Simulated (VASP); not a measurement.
# PbF2 (Fm-3m) in VASP: settings compared, part 2 of 2

VASP 6.6.1. Earlier steps stand in the parts before.

**3. Single point, PBE-based screened hybrid with 75 % exact exchange**

The input, POSCAR:

```
PbF2
1.0
    0.0000000000      2.9458082816      2.9458082816
    2.9458082816      0.0000000000      2.9458082816
    2.9458082816      2.9458082816      0.0000000000
Pb F
1 2
Direct
    0.0000000000      0.0000000000      0.0000000000
    0.2500000000      0.2500000000      0.2500000000
    0.7500000000      0.7500000000      0.7500000000
```

The input, INCAR.step1:

```
SYSTEM = PbF2
PREC = Accurate
ENCUT = 520
EDIFF = 1E-5
ISMEAR = 0
SIGMA = 0.01
LREAL = .False.
LASPH = .True.
NELM = 80
ALGO = Normal
ISIF = 2
LWAVE = .True.
LCHARG = .False.
NBANDS = 21
GGA = PE
```

The input, INCAR.step2:

```
SYSTEM = PbF2
PREC = Accurate
ENCUT = 520
EDIFF = 1E-6
ISMEAR = 0
SIGMA = 0.01
LREAL = .False.
LASPH = .True.
NELM = 80
ALGO = Normal
ISIF = 2
LWAVE = .False.
LCHARG = .False.
GGA = PE
LHFCALC = .True.
AEXX = 0.75
HFSCREEN = 0.3
PRECFOCK = Normal
NBANDS = 21
ISTART = 1
```

The input, KPOINTS:

```
regular mesh
0
Gamma
  4 4 4
  0 0 0
```

Potentials or basis: VASP PAW PBE potentials, release 64 (Pb_d, F).

Run with:

```console
cat potpaw_PBE.64/Pb_d/POTCAR potpaw_PBE.64/F/POTCAR > POTCAR
cp INCAR.step1 INCAR
mpirun -np 1 vasp_std > vasp.out
cp INCAR.step2 INCAR
mpirun -np 1 vasp_std > vasp.out
```

OUTCAR:

```text
SYSTEM = PbF2
   PREC = Accurate
   ENCUT = 520
   EDIFF = 1E-6
   ISMEAR = 0
   LREAL = .False.
   LASPH = .True.
   NELM = 80
   ISIF = 2
   GGA = PE
   LHFCALC = .True.
   AEXX = 0.75
   HFSCREEN = 0.3
   PRECFOCK = Normal
   ISTART = 1

 ion  position               nearest neighbor table
   1  0.000  0.000  0.000-   2 2.55   3 2.55   3 2.55   3 2.55   3 2.55   2 2.55   2 2.55   2 2.55

   2  0.250  0.250  0.250-   1 2.55   1 2.55   1 2.55   1 2.55
   3  0.750  0.750  0.750-   1 2.55   1 2.55   1 2.55   1 2.55

  LATTYP: Found a face centered cubic cell.
 ALAT       =     5.8916165632

  Lattice vectors:

 A1 = (   0.0000000000,   2.9458082816,   2.9458082816)
 A2 = (   2.9458082816,   0.0000000000,   2.9458082816)
 A3 = (   2.9458082816,   2.9458082816,   0.0000000000)

Analysis of symmetry for initial positions (statically):
=====================================================================
 Subroutine PRICEL returns:
 Original cell was already a primitive cell.

 Routine SETGRP: Setting up the symmetry group for a
 face centered cubic supercell.

 Subroutine GETGRP returns: Found 48 space group operations
 (whereof 48 operations were pure point group operations)
 out of a pool of 48 trial point group operations.

The static configuration has the point symmetry O_h .

Analysis of symmetry for dynamics (positions and initial velocities):
=====================================================================
 Subroutine PRICEL returns:
 Original cell was already a primitive cell.

 Routine SETGRP: Setting up the symmetry group for a
 face centered cubic supercell.

 Subroutine GETGRP returns: Found 48 space group operations
 (whereof 48 operations were pure point group operations)
 out of a pool of 48 trial point group operations.

The dynamic configuration has the point symmetry O_h .

 Subroutine INISYM returns: Found 48 space group operations
 (whereof 48 operations are pure point group operations),
 and found     1 'primitive' translations

----------------------------------------------------------------------------------------

                                     Primitive cell

  volume of cell :      51.1262

  direct lattice vectors                    reciprocal lattice vectors
     0.000000000  2.945808282  2.945808282    -0.169732702  0.169732702  0.169732702
     2.945808282  0.000000000  2.945808282     0.169732702 -0.169732702  0.169732702
     2.945808282  2.945808282  0.000000000     0.169732702  0.169732702 -0.169732702

  length of vectors
     4.166002024  4.166002024  4.166002024     0.293985664  0.293985664  0.293985664

  position of ions in fractional coordinates (direct lattice)
     0.000000000  0.000000000  0.000000000
     0.250000000  0.250000000  0.250000000
     0.750000000  0.750000000  0.750000000

  ion indices of the primitive-cell ions
   primitive index   ion index
                 1           1
                 2           2
                 3           3

----------------------------------------------------------------------------------------

 KPOINTS: regular mesh

[... 27 lines left out ...]
  0.250000  0.250000  0.000000      6.000000
  0.500000  0.250000  0.000000     24.000000
 -0.250000  0.250000  0.000000     12.000000
  0.500000  0.500000  0.000000      3.000000
 -0.250000  0.500000  0.250000      6.000000
   k-points           NKPTS =      8   k-points in BZ     NKDIM =     64   number of bands    NBANDS=     21
   number of dos      NEDOS =    301   number of ions     NIONS =      3
   total plane-waves  NPLWV =  32768
   dimension x,y,z NGX =    32 NGY =   32 NGZ =   32
   dimension x,y,z NGXF=    64 NGYF=   64 NGZF=   64
   ions per type =               1   2
   NGX,Y,Z   is equivalent  to a cutoff of  12.77, 12.77, 12.77 a.u.
   NGXF,Y,Z  is equivalent  to a cutoff of  25.54, 25.54, 25.54 a.u.
 SYSTEM =  PbF2
   PREC   = accura    normal or accurate (medium, high low for compatibility)
   ISTART =      1    job   : 0-new  1-cont  2-samecut
   ICHARG =      0    charge: 1-file 2-atom 10-const
   ISPIN  =      1    spin polarized calculation?
   LNONCOLLINEAR =      F non collinear calculations
   LSORBIT =      F    spin-orbit coupling
   LASPH  =      T    aspherical Exc in radial PAW
   ENCUT  =  520.0 eV  38.22 Ry    6.18 a.u.   7.75  7.75  7.75*2*pi/ulx,y,z
   NELM   =     80;   NELMIN=  2; NELMDL=  0     # of ELM steps
   EDIFF  = 0.1E-05   stopping-criterion for ELM
   LREAL  =      F    real-space projection
   EDIFFG = 0.1E-04   stopping-criterion for IOM
   NSW    =      0    number of steps for IOM
   IBRION =     -1    ionic relax: 0-MD 1-quasi-New 2-CG
   NFREE  =      0    steps in history (QN), initial steepest desc. (CG)
   ISIF   =      2    stress and relaxation
   ISYM   =      3    0-nonsym 1-usesym 2-fastsym
   POTIM  = 0.5000    time-step for ionic-motion
   TEBEG  =    0.0;   TEEND  =   0.0 temperature during run
   PSTRESS=    0.0 pullay stress
   NELECT =      28.0000    total number of electrons
   NUPDOWN=      -1.0000    fix difference up-down
   EMIN   =  10.00;   EMAX   =-10.00  energy-range for DOS
   EFERMI =   0.00;   METHOD = LEGACY
   ISMEAR =     0;   SIGMA  =   0.01  broadening in eV -4-tet -1-fermi 0-gaus
   EFERMI_NEDOS =   21; number of points for ismear=-14 and -15
   IALGO  =     38    algorithm
   IMIX   =      1    mixing-type and parameters
     AMIX     =   0.40;   BMIX     =  1.00
     AMIX_MAG =   1.60;   BMIX_MAG =  1.00
  volume/ion in A,a.u.               =      17.04       115.01
  Fermi-wavevector in a.u.,A,eV,Ry     =   1.339408  2.531115 24.409055  1.794015
  Thomas-Fermi vector in A             =   2.467803
   LORBIT       =      0    0 simple, 1 ext, 2 COOP (PROOUT), +10 PAW based schemes
   GGA     = PE    functional components
   LHFCALC =     T    Hartree Fock is set to
   PRECFOCK=normal    Normal, Fast or Accurate (Low or Medium for compatibility)
   ENCUT4O =  -1.0   cutoff for four orbital integrals eV
   NKREDX  =     1    reduce k-point grid by
   NKREDY  =     1    reduce k-point grid by
   NKREDZ  =     1    reduce k-point grid by
   AEXX    =    0.7500 exact exchange contribution
   HFSCREEN=    0.3000 screening length (either q_TF or 0.3 A-1)
   HFSCREENC=   0.3000 screening length for correlation (either q_TF or 0.3 A-1)
   ENCUTFOCK=  -1.0 apply spherical cutoff to Coloumb kernel
   IVDW    =     0    specifies the selected vdW correction
   LEPSILON=     F    determine dielectric tensor
   LRPA    =     F    only Hartree local field effects (RPA)
 non-spin polarized calculation
 Gauss-broadening in eV      SIGMA  =   0.01
  energy-cutoff  :      520.00
  volume of cell :       51.13
 maximum number of plane-waves:      1411
 NGX is ok and might be reduce to    32
  NGX = 24; NGY = 24; NGZ = 24

 number of electron      27.9999995 magnetization

 Free energy of the ion-electron system (eV)
  ---------------------------------------------------
  ext. energy  EPLUGINS =         0.00000000
  ---------------------------------------------------
  free energy    TOTEN  =       -24.07383422 eV

  energy without entropy =      -24.07383422  energy(sigma->0) =      -24.07383422

 E-fermi :  -0.1032     XC(G=0):  -4.9166

 val. band max:       -0.1791602662   @ k =  -0.2500   0.5000   0.2500
 cond. band min:       7.4235885401   @ k =   0.5000   0.5000   0.0000
 fundamental gap:      7.6027488063
 Fermi energy:        -0.1031512562

 k-point     1 :       0.0000    0.0000    0.0000
  band No.  band energies     occupation
      1     -28.1782      2.00000
      2     -27.5053      2.00000
      3     -18.1361      2.00000
      4     -18.1361      2.00000
      5     -18.1361      2.00000
      6     -18.0044      2.00000
[... 181 lines left out ...]
     20      20.2143      0.00000
     21      20.2143      0.00000

------------------------ aborting loop because EDIFF is reached ----------------------------------------

  FORCE on cell =-STRESS in cart. coord.  units (eV):
  Direction    XX          YY          ZZ          XY          YZ          ZX
  --------------------------------------------------------------------------------------
  -------------------------------------------------------------------------------------
  Total       -0.1236581     -0.1236581     -0.1236581     -0.0000000     -0.0000000      0.0000000
  in kB       -3.8751617     -3.8751617     -3.8751617     -0.0000000     -0.0000000      0.0000000
  external PRESSURE =      -3.8751617 kB  Pullay stress =       0.0000000 kB

 VOLUME and BASIS-vectors are now :
 -----------------------------------------------------------------------------
  energy-cutoff  :      520.00
  volume of cell :       51.13
      direct lattice vectors                 reciprocal lattice vectors
     0.000000000  2.945808282  2.945808282    -0.169732702  0.169732702  0.169732702
     2.945808282  0.000000000  2.945808282     0.169732702 -0.169732702  0.169732702
     2.945808282  2.945808282  0.000000000     0.169732702  0.169732702 -0.169732702

 POSITION                                       TOTAL-FORCE (eV/Angst)
 -----------------------------------------------------------------------------------
      0.00000      0.00000      0.00000        -0.000000      0.000000     -0.000000
      1.47290      1.47290      1.47290         0.000000      0.000000      0.000000
      4.41871      4.41871      4.41871        -0.000000     -0.000000     -0.000000
 -----------------------------------------------------------------------------------
    total drift:                               -0.000006      0.000007     -0.000011

  FREE ENERGIE OF THE ION-ELECTRON SYSTEM (eV)
  ---------------------------------------------------
  free  energy   TOTEN  =       -24.0738342248 eV

  energy  without entropy=      -24.0738342248  energy(sigma->0) =      -24.07383422
```

Wall time 30 min (1 thread of Oxide Virtual Turin-like, shared host); peak memory 0.26 GiB.

Results:

| Quantity | Value |
| --- | --- |
| Free energy | -24.0738 eV |
| Pressure | -0.4 GPa |
| Band gap on the k mesh | 7.60 eV (least direct gap 7.71 eV) |

Caveat: the k points lie up to 0.46 Å⁻¹ apart; the PAW data sets were made with another functional, which shifts forces and pressure a little; spin-orbit coupling is left out, which moves the levels of the heavy elements. A k mesh can miss the band edges.
